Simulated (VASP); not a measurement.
# Co (P-3m1) in VASP: a series of runs, part 2 of 2

VASP 6.6.1. Earlier steps stand in the parts before.

## (3) Relaxation of cell and atoms, PBEsol, collinear spin, antiferromagnetic start

INCAR reads:

```
PREC     = Accurate       # precision mode
ENCUT    = 600            # plane-wave cutoff, eV
EDIFF    = 1E-7           # SCF threshold, eV
ISMEAR   = -1             # smearing method
SIGMA    = 0.1            # smearing width, eV
LREAL    = F              # projectors in reciprocal space
LASPH    = T              # aspherical terms in the spheres
NELM     = 150            # most SCF steps
ALGO     = Normal         # electronic algorithm
ISIF     = 3              # what is computed and relaxed
LWAVE    = F              # write WAVECAR
LCHARG   = F              # write CHGCAR
ISPIN    = 2              # spin polarisation
MAGMOM   = 2.5 -2.5       # initial moments
LORBIT   = 11             # projections on sites
LMAXMIX  = 4              # l up to which the mixer works
GGA      = PS             # functional
IBRION   = 2              # ionic algorithm
NSW      = 80             # ionic steps
EDIFFG   = -0.01          # ionic threshold
```

KPOINTS reads:

```
regular mesh
0
Gamma
  14 14 8
```

POSCAR reads:

```
Co
1.0
    2.4873650000      0.0000000000      0.0000000000
   -1.2436820000      2.1541210000      0.0000000000
    0.0000000000      0.0000000000      4.0632900000
Co
2
Direct
    0.6666666667      0.3333333333      0.2598610000
    0.3333333333      0.6666666667      0.7401390000
```

Potentials or basis: VASP PAW PBE potentials, release 64 (Co).

On the command line:

```console
cat potpaw_PBE.64/Co/POTCAR > POTCAR
mpirun -np 1 vasp_std > vasp.out
```

OUTCAR:

```text
PREC = Accurate
   ENCUT = 600
   EDIFF = 1E-7
   ISMEAR = -1
   LREAL = F
   LASPH = T
   NELM = 150
   ISIF = 3
   ISPIN = 2
   LORBIT = 11
   GGA = PS
   IBRION = 2
   NSW = 80
   EDIFFG = -0.01

 ion  position               nearest neighbor table
   1  0.667  0.333  0.260-   2 2.42   2 2.42   2 2.42   2 2.55   2 2.55   2 2.55
   2  0.333  0.667  0.740-   1 2.42   1 2.42   1 2.42   1 2.55   1 2.55   1 2.55

  LATTYP: Found a hexagonal cell.
 ALAT       =     2.4873650000
 C/A-ratio  =     1.6335720733

  Lattice vectors:

 A1 = (   2.4873650000,   0.0000000000,   0.0000000000)
 A2 = (  -1.2436820000,   2.1541210000,   0.0000000000)
 A3 = (   0.0000000000,   0.0000000000,   4.0632900000)

Analysis of symmetry for initial positions (statically):
[... 1281 lines left out ...]
  ---------------------------------------------------
  free energy    TOTEN  =       -15.21830945 eV

  energy without entropy =      -15.04812421  energy(sigma->0) =      -15.13321683

 E-fermi :  11.4309     XC(G=0): -14.1514

 val. band max:       11.4262939890   @ k =   0.3571   0.2857   0.2500
 cond. band min:      11.4393598825   @ k =   0.1429  -0.0000   0.5000
 fundamental gap:      0.0130658935
 Fermi energy:        11.4308713058

 spin component 1

 k-point     1 :       0.0000    0.0000    0.0000
  band No.  band energies     occupation
      1       1.9334      1.00000
      2       6.2398      1.00000
      3       9.3866      1.00000
      4       9.4093      1.00000
      5       9.4093      1.00000
      6       9.8042      1.00000
      7       9.8042      1.00000
      8      10.2091      1.00000
      9      10.2091      1.00000
     10      11.2977      0.79108
     11      11.5490      0.23479
     12      11.5490      0.23479
[... 786 lines left out ...]
  FREE ENERGIE OF THE ION-ELECTRON SYSTEM (eV)
  ---------------------------------------------------
  free  energy   TOTEN  =       -15.2183094504 eV

  energy  without entropy=      -15.0481242144  energy(sigma->0) =      -15.13321683

 reached required accuracy - stopping structural energy minimisation

 total charge

# of ion       s       p       d       tot
------------------------------------------
    1        0.524   0.605   7.335   8.464
    2        0.524   0.605   7.335   8.464
--------------------------------------------------
tot          1.048   1.210  14.671  16.929

 magnetization (x)

# of ion       s       p       d       tot
------------------------------------------
    1        0.000  -0.000   0.000   0.000
    2       -0.000   0.000  -0.000  -0.000
--------------------------------------------------
tot          0.000   0.000   0.000   0.000
```

OSZICAR:

```text
N       E                     dE             d eps       ncg     rms          rms(c)
DAV:   1     0.926014599505E+02    0.92601E+02   -0.94962E+03  8792   0.209E+03
DAV:   2    -0.148572355467E+02   -0.10746E+03   -0.10148E+03  8746   0.308E+02
[... 88 lines left out ...]
DAV:   1    -0.152183773699E+02   -0.86355E-04   -0.24915E-03  9416   0.504E-01    0.572E-02
DAV:   2    -0.152183245838E+02    0.52786E-04   -0.62541E-05 10376   0.162E-01    0.231E-02
DAV:   3    -0.152183114093E+02    0.13174E-04   -0.16029E-05 10484   0.562E-02    0.817E-03
DAV:   4    -0.152183097008E+02    0.17085E-05   -0.29677E-06 10026   0.309E-02    0.254E-03
DAV:   5    -0.152183094574E+02    0.24343E-06   -0.26135E-07  7488   0.794E-03    0.938E-04
DAV:   6    -0.152183094504E+02    0.69401E-08   -0.34952E-08  4428   0.232E-03
   9 F= -.15218309E+02 E0= -.15133217E+02  d E =-.185325E-04  mag=    -0.0000
```

It took 16 min on 1 thread of Intel Xeon 8259CL, shared host; peak memory 0.23 GiB.

Results:

```yaml
Free_energy: -15.2183 eV
Relaxed_volume: 9.90 Å³/atom
Relaxed_cell: a = 2.421 Å, b = 2.421 Å, c = 3.900 Å, α = 90.00°, β = 90.00°, γ = 120.00°
Space_group_after_relaxing_to_0.1_Å: P6_3/mmc (No. 194)
Energy_gained_by_relaxing: 82.4 meV/atom
Ionic_steps: 9
Pressure_after_relaxing: 0.0 GPa
Band_gap_on_the_k_mesh: zero (filled and empty bands overlap)
Net_moment: 0.00 μB per cell
Valence_electrons_inside_the_program's_atomic_spheres: Co 8.46
```

The path:
| step | energy change (eV) | largest force (eV/Å) | pressure (GPa) | volume (Å³) |
| --- | --- | --- | --- | --- |
| 1 | 0.0000 | 0.5253 | -18.34 | 21.77 |
| 2 | -0.0027 | 0.4537 | 31.94 | 18.08 |
| 3 | -0.1482 | 0.5757 | 1.33 | 19.73 |
| 4 | -0.1645 | 0.0121 | 1.16 | 19.71 |
| 5 | -0.1645 | 0.0049 | 1.12 | 19.71 |
| 6 | -0.1644 | 0.0054 | -1.40 | 19.89 |
| 7 | -0.1648 | 0.0001 | -0.04 | 19.79 |
| 8 | -0.1648 | 0.0002 | -0.06 | 19.79 |
| 9 | -0.1648 | 0.0003 | -0.01 | 19.79 |

Final structure:
```
CELL_PARAMETERS angstrom
2.42056 0.00000 0.00000
-1.21028 2.09627 0.00000
0.00000 0.00000 3.90019
ATOMIC_POSITIONS crystal
Co 0.66667 0.33333 0.25000
Co 0.33333 0.66667 0.75000
```

Levels at points of the mesh, in eV from the Fermi level:
Spin up:
| k point | band 5 | band 6 | band 7 | band 8 | band 9 | band 10 | band 11 | band 12 | band 13 |
| --- | --- | --- | --- | --- | --- | --- | --- | --- | --- |
| (0.00, 0.00, 0.00) | -2.02 | -1.63 | -1.63 | -1.22 | -1.22 | -0.13 | 0.12 | 0.12 | 7.67 |
| (0.50, 0.00, 0.00) | -2.23 | -2.00 | -1.58 | 0.27 | 0.41 | 0.46 | 2.07 | 4.19 | 10.62 |
| (0.00, 0.00, 0.50) | -2.10 | -2.10 | -2.10 | -2.10 | -0.25 | -0.25 | -0.25 | -0.25 | 16.35 |
| (0.50, 0.00, 0.50) | -1.08 | -1.08 | -0.40 | -0.40 | 0.39 | 0.39 | 1.96 | 1.96 | 8.49 |
Spin down:
```csv
k point,band 7,band 8,band 9,band 10,band 11,band 12
"(0.00, 0.00, 0.00)",-1.63,-1.22,-1.22,-0.13,0.12,0.12
"(0.50, 0.00, 0.00)",-1.58,0.27,0.41,0.46,2.07,4.19
"(0.00, 0.00, 0.50)",-2.10,-2.10,-0.25,-0.25,-0.25,-0.25
"(0.50, 0.00, 0.50)",-0.40,-0.40,0.39,0.39,1.96,1.96
```

Caveat: the moments typed at the start vanished in this run; the PAW data sets were made with another functional, which shifts forces and pressure a little.
